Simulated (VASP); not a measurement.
Set up this calculation in VASP 6.6.1, as the native input.

| Quantity | Value |
| --- | --- |
| Task | single point |
| Functional | PBE |
| Potentials or basis | VASP PAW PBE potentials, release 64 (In_d) |
| Cutoff | 520 eV |
| k mesh | 13 × 13 × 13 |
| Occupations | fermi-dirac, width 0.05 eV |
| Spin | no spin polarisation |
| Dipole correction | no |
| Further INCAR settings | ALGO = Normal; EDIFF = 1e-07; NBANDS = 20 |

The structure of In lies in POSCAR:

```
In
1.0
   -2.2695040518      2.2695040518      1.2007204764
    2.2695040518     -2.2695040518      1.2007204764
    2.2695040518      2.2695040518     -1.2007204764
In
2
Direct
   -0.3750000000     -0.1250000000     -0.2500000000
    0.3750000000      0.1250000000      0.2500000000
```

These files were run (other wordings do the same):

INCAR

```
PREC = Accurate ; ENCUT = 520
EDIFF = 1E-7 ; ISMEAR = -1
SIGMA = 0.05 ; LREAL = F
LASPH = T ; NELM = 80
ALGO = Normal ; ISIF = 2
LWAVE = F ; LCHARG = F
GGA = PE ; NBANDS = 20
```

KPOINTS

```
regular mesh
0
Gamma
  13 13 13
```

Potentials or basis: VASP PAW PBE potentials, release 64 (In_d).

Run with:

```sh
$ cat potpaw_PBE.64/In_d/POTCAR > POTCAR
$ mpirun -np 1 vasp_std > vasp.out
```

Results of the run:

The pressure is 246.0 GPa and the band gap on the k mesh is zero (bands 13 and 14 overlap by 10.07 eV).

Caveat: the cell stands under pressure; spin-orbit coupling is left out, which moves the levels of the heavy elements.

Run time: 79 s on 1 thread of AMD EPYC 9R45 96-Core Processor (Zen 5) (shared host), peak memory 0.18 GiB.
